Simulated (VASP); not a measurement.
# Hf2ZrC3 (R-3m) in VASP: relaxation of cell and atoms with PBE

Aim: the relaxation of cell and atoms of Hf2ZrC3 with PBE.

Program: VASP 6.6.1. These are calculated values, not measurements. Logs are shortened: lines on timing, memory, paths and dates and some standing lists are left out, and cuts for length are marked.

### Step 1. The cell of the first run

The structure is trigonal, space group R-3m (No. 166). Conventional cell: a = 5.878 Å, b = 5.878 Å, c = 9.397 Å, α = 90.00°, β = 90.00°, γ = 120.00°. Within 3.1 Å of Zr (site symmetry -3m) lie 6 C at 2.31 Å and 2 Hf at 2.91 Å. Within 3.0 Å of Hf (site symmetry 3m) lie 3 C at 2.16 Å and 1 Zr at 2.91 Å. Within 3.0 Å of C (site symmetry 2/m) lie 2 Hf at 2.16 Å and 2 Zr at 2.31 Å and 4 C at 2.94 Å.

The cell was generated, and may not be a known phase.

### Step 2. Relaxation of cell and atoms, PBE

File INCAR:

```
SYSTEM = Hf2ZrC3
ALGO = Fast ; EDIFF = 1E-6
EDIFFG = -0.01 ; ENCUT = 600
GGA = PE ; IBRION = 2
ISIF = 3 ; ISMEAR = 0
LASPH = .TRUE. ; LCHARG = .FALSE.
LREAL = .FALSE. ; LWAVE = .FALSE.
NELM = 80 ; NSW = 100
PREC = Accurate ; SIGMA = 0.1
```

File KPOINTS:

```
k-points
0
G
  12 12 12
  0 0 0
```

File POSCAR:

```
Hf2ZrC3
1.0
    2.9391258931      1.6969051256      3.1323768396
   -2.9391258931      1.6969051256      3.1323768396
    0.0000000000     -3.3938102512      3.1323768396
Zr Hf C
1 2 3
Direct
    0.5000000000      0.5000000000      0.5000000000
    0.8095064808      0.8095064808      0.8095064808
    0.1904935192      0.1904935192      0.1904935192
    0.5000000000      0.0000000000      0.5000000000
    0.5000000000      0.5000000000      0.0000000000
    0.0000000000      0.5000000000      0.5000000000
```

Potentials or basis: VASP PAW PBE potentials, release 64 (Zr_sv, Hf_pv, C).

Command:

```sh
> cat potpaw_PBE.64/Zr_sv/POTCAR potpaw_PBE.64/Hf_pv/POTCAR potpaw_PBE.64/C/POTCAR > POTCAR
> mpirun -np 1 vasp_std > vasp.out
```

OUTCAR:

```text
SYSTEM = Hf2ZrC3
   EDIFF = 1E-6
   EDIFFG = -0.01
   ENCUT = 600
   GGA = PE
   IBRION = 2
   ISIF = 3
   ISMEAR = 0
   LASPH = .TRUE.
   LREAL = .FALSE.
   NELM = 80
   NSW = 100
   PREC = Accurate

 ion  position               nearest neighbor table
   1  0.500  0.500  0.500-   4 2.31   6 2.31   4 2.31   6 2.31   5 2.31   5 2.31   2 2.91   3 2.91
                             2 3.40   3 3.40   2 3.40   3 3.40   2 3.40   3 3.40
   2  0.810  0.810  0.810-   4 2.16   6 2.16   5 2.16   1 2.91   1 3.40   1 3.40   1 3.40   3 3.42
                             3 3.42   3 3.42   3 3.58
   3  0.190  0.190  0.190-   4 2.16   6 2.16   5 2.16   1 2.91   1 3.40   1 3.40   1 3.40   2 3.42
                             2 3.42   2 3.42   2 3.58
   4  0.500  0.000  0.500-   2 2.16   3 2.16   1 2.31   1 2.31
   5  0.500  0.500  0.000-   2 2.16   3 2.16   1 2.31   1 2.31
   6  0.000  0.500  0.500-   2 2.16   3 2.16   1 2.31   1 2.31

  LATTYP: Found a trigonal (rhomboedric) cell.
 ALAT       =     4.6184123556
 COS(alpha) =     0.1900075690

  Lattice vectors:

 A1 = (   2.9391258931,   1.6969051256,   3.1323768396)
 A2 = (  -2.9391258931,   1.6969051256,   3.1323768396)
 A3 = (   0.0000000000,  -3.3938102512,   3.1323768396)

Analysis of symmetry for initial positions (statically):
=====================================================================
 Subroutine PRICEL returns:
 Original cell was already a primitive cell.

 Routine SETGRP: Setting up the symmetry group for a
 trigonal (rhombohedral) supercell.

 Subroutine GETGRP returns: Found 12 space group operations
 (whereof 12 operations were pure point group operations)
 out of a pool of 12 trial point group operations.

The static configuration has the point symmetry D_3d.

Analysis of symmetry for dynamics (positions and initial velocities):
=====================================================================
 Subroutine PRICEL returns:
 Original cell was already a primitive cell.

 Routine SETGRP: Setting up the symmetry group for a
 trigonal (rhombohedral) supercell.

 Subroutine GETGRP returns: Found 12 space group operations
 (whereof 12 operations were pure point group operations)
 out of a pool of 12 trial point group operations.

The dynamic configuration has the point symmetry D_3d.

 Subroutine INISYM returns: Found 12 space group operations
 (whereof 12 operations are pure point group operations),
 and found     1 'primitive' translations

[... 107 lines left out ...]
   NFREE  =      1    steps in history (QN), initial steepest desc. (CG)
   ISIF   =      3    stress and relaxation
   ISYM   =      2    0-nonsym 1-usesym 2-fastsym
   POTIM  = 0.5000    time-step for ionic-motion
   TEBEG  =    0.0;   TEEND  =   0.0 temperature during run
   PSTRESS=    0.0 pullay stress
   NELECT =      44.0000    total number of electrons
   NUPDOWN=      -1.0000    fix difference up-down
   EMIN   =  10.00;   EMAX   =-10.00  energy-range for DOS
   EFERMI =   0.00;   METHOD = LEGACY
   ISMEAR =     0;   SIGMA  =   0.10  broadening in eV -4-tet -1-fermi 0-gaus
   EFERMI_NEDOS =   21; number of points for ismear=-14 and -15
   IALGO  =     68    algorithm
   IMIX   =      4    mixing-type and parameters
     AMIX     =   0.40;   BMIX     =  1.00
     AMIX_MAG =   1.60;   BMIX_MAG =  1.00
  volume/ion in A,a.u.               =      15.62       105.43
  Fermi-wavevector in a.u.,A,eV,Ry     =   1.272307  2.404312 22.024650  1.618766
  Thomas-Fermi vector in A             =   2.405193
   LORBIT       =      0    0 simple, 1 ext, 2 COOP (PROOUT), +10 PAW based schemes
   GGA     = PE    functional components
   LHFCALC =     F    Hartree Fock is set to
   AEXX    =    0.0000 exact exchange contribution
   IVDW    =     0    specifies the selected vdW correction
   LEPSILON=     F    determine dielectric tensor
   LRPA    =     F    only Hartree local field effects (RPA)
 conjugate gradient relaxation of ions
 non-spin polarized calculation
 RMM-DIIS sequential band-by-band and
 Gauss-broadening in eV      SIGMA  =   0.10
  energy-cutoff  :      600.00
  volume of cell :       93.73
 maximum number of plane-waves:      3165
 NGX is ok and might be reduce to    40
   NGX = 19   NGY = 19   NGZ = 19

--------------------------------------- Ionic step        1  -------------------------------------------

 number of electron      44.0000000 magnetization

 Free energy of the ion-electron system (eV)
  ---------------------------------------------------
  ext. energy  EPLUGINS =         0.00000000
  ---------------------------------------------------
  free energy    TOTEN  =       -54.98978373 eV

  energy without entropy =      -54.97313967  energy(sigma->0) =      -54.98146170

------------------------ aborting loop because EDIFF is reached ----------------------------------------

  FORCE on cell =-STRESS in cart. coord.  units (eV):
  Direction    XX          YY          ZZ          XY          YZ          ZX
  --------------------------------------------------------------------------------------
  -------------------------------------------------------------------------------------
  Total       -0.1920117     -0.1920117     -0.3252419      0.0000000      0.0000000      0.0000000
  in kB       -3.2819898     -3.2819898     -5.5592484      0.0000000      0.0000000      0.0000000
  external PRESSURE =      -4.0410760 kB  Pullay stress =       0.0000000 kB
[... 147 lines left out ...]
--------------------------------------- Ionic step        5  -------------------------------------------

 number of electron      44.0000000 magnetization

 Free energy of the ion-electron system (eV)
  ---------------------------------------------------
  ext. energy  EPLUGINS =         0.00000000
  ---------------------------------------------------
  free energy    TOTEN  =       -54.99007321 eV

  energy without entropy =      -54.97348597  energy(sigma->0) =      -54.98177959

 E-fermi :   5.7717     XC(G=0): -11.0412

 val. band max:        5.7669089658   @ k =  -0.1667   0.1667   0.0000
 cond. band min:       5.7722100028   @ k =  -0.2500   0.4167   0.0833
 fundamental gap:      0.0053010370
 Fermi energy:         5.7717273484

 k-point     1 :       0.0000    0.0000    0.0000
  band No.  band energies     occupation
      1     -42.3677      2.00000
      2     -24.9104      2.00000
      3     -24.9104      2.00000
      4     -24.8885      2.00000
      5     -24.8675      2.00000
      6     -24.7799      2.00000
[... 685 lines left out ...]
     25       7.8041      0.00000
     26       8.3433      0.00000

 [... further k-points ...]
[... 5 lines left out ...]
  --------------------------------------------------------------------------------------
  -------------------------------------------------------------------------------------
  Total       -0.0153479     -0.0153479      0.0009150      0.0000000     -0.0000000      0.0000000
  in kB       -0.2628252     -0.2628252      0.0156695      0.0000000     -0.0000000      0.0000000
  external PRESSURE =      -0.1699937 kB  Pullay stress =       0.0000000 kB
[... 21 lines left out ...]
  FREE ENERGIE OF THE ION-ELECTRON SYSTEM (eV)
  ---------------------------------------------------
  free  energy   TOTEN  =       -54.9900732085 eV

  energy  without entropy=      -54.9734859698  energy(sigma->0) =      -54.98177959

 reached required accuracy - stopping structural energy minimisation
```

OSZICAR:

```text
N       E                     dE             d eps       ncg     rms          rms(c)
DAV:   1     0.295691132167E+03    0.29569E+03   -0.25955E+04  9828   0.182E+03
DAV:   2    -0.411327686019E+02   -0.33682E+03   -0.33128E+03 11798   0.430E+02
DAV:   3    -0.668672106851E+02   -0.25734E+02   -0.25260E+02 15932   0.859E+01
DAV:   4    -0.681220380110E+02   -0.12548E+01   -0.12535E+01 14258   0.165E+01
[... 46 lines left out ...]
DAV:   1    -0.549900738384E+02   -0.74088E-07   -0.20197E-05 14124   0.333E-02    0.109E-02
RMM:   2    -0.549900736608E+02    0.17765E-06   -0.15818E-06  5813   0.849E-03
   4 F= -.54990074E+02 E0= -.54981781E+02  d E =-.289930E-03
       N       E                     dE             d eps       ncg     rms          rms(c)
DAV:   1    -0.549900736568E+02    0.18160E-06   -0.22999E-05 11424   0.403E-02    0.149E-02
RMM:   2    -0.549900732085E+02    0.44830E-06   -0.17727E-06  5390   0.956E-03
   5 F= -.54990073E+02 E0= -.54981780E+02  d E =-.289478E-03
```

CONTCAR:

```text
Hf2ZrC3
   1.00000000000000
     2.9376472459055574    1.6960514282441970    3.1297075282412266
    -2.9376472459055574    1.6960514282441970    3.1297075282412266
     0.0000000000000000   -3.3921028564883939    3.1297075282412266
  Zr              Hf              C
     1     2     3
Direct
     0.5000000000000000    0.5000000000000000    0.5000000000000000
     0.8094270918764486    0.8094270918764486    0.8094270918764486
     0.1905729081235514    0.1905729081235514    0.1905729081235514
     0.5000000000000000    0.0000000000000000    0.5000000000000000
     0.5000000000000000    0.5000000000000000    0.0000000000000000
     0.0000000000000000    0.5000000000000000    0.5000000000000000

  0.00000000E+00  0.00000000E+00  0.00000000E+00
  0.00000000E+00  0.00000000E+00  0.00000000E+00
  0.00000000E+00  0.00000000E+00  0.00000000E+00
  0.00000000E+00  0.00000000E+00  0.00000000E+00
  0.00000000E+00  0.00000000E+00  0.00000000E+00
  0.00000000E+00  0.00000000E+00  0.00000000E+00
```

Wall time 38 min (1 thread of Oxide Virtual Turin-like, shared host); peak memory 0.66 GiB.

What came out:

```yaml
Free_energy: -54.9901 eV
Relaxed_volume: 15.59 Å³/atom
Relaxed_cell: a = 4.615 Å, b = 4.615 Å, c = 4.615 Å, α = 79.06°, β = 79.06°, γ = 79.06°
Space_group_after_relaxing_to_0.1_Å: R-3m (No. 166)
Energy_gained_by_relaxing: 0.0 meV/atom
Ionic_steps: 5
Pressure_after_relaxing: 0.0 GPa
Largest_force_after_relaxing: 0.009 eV/Å
Band_gap_on_the_k_mesh: zero (bands 22 and 23 overlap by 1.36 eV)
```

Forces on the atoms (eV/Å):
```
Zr   0.000  0.000  0.000
Hf   0.000  0.000  0.009
Hf   0.000  0.000 -0.009
C    0.000  0.000  0.000
C    0.000  0.000  0.000
C    0.000  0.000  0.000
```

The path:
| step | energy change (eV) | largest force (eV/Å) | pressure (GPa) | volume (Å³) |
| --- | --- | --- | --- | --- |
| 1 | 0.0000 | 0.0477 | -0.40 | 93.73 |
| 2 | 0.0008 | 0.1278 | 0.72 | 93.20 |
| 3 | -0.0003 | 0.0127 | -0.01 | 93.55 |
| 4 | -0.0003 | 0.0111 | -0.01 | 93.56 |
| 5 | -0.0003 | 0.0088 | -0.02 | 93.56 |

Final structure:
```cif
data_structure
_symmetry_space_group_name_H-M 'P 1'
_symmetry_Int_Tables_number 1
_cell_length_a 4.6153
_cell_length_b 4.6153
_cell_length_c 4.6153
_cell_angle_alpha 79.062
_cell_angle_beta 79.062
_cell_angle_gamma 79.062
_cell_volume 93.56
loop_
_atom_site_label
_atom_site_type_symbol
_atom_site_fract_x
_atom_site_fract_y
_atom_site_fract_z
_atom_site_occupancy
Zr1 Zr 0.50000 0.50000 0.50000 1
Hf1 Hf 0.80943 0.80943 0.80943 1
Hf2 Hf 0.19057 0.19057 0.19057 1
C1 C 0.50000 0.00000 0.50000 1
C2 C 0.50000 0.50000 0.00000 1
C3 C 0.00000 0.50000 0.50000 1
```

Caveat: spin-orbit coupling is left out, which moves the levels of the heavy elements.
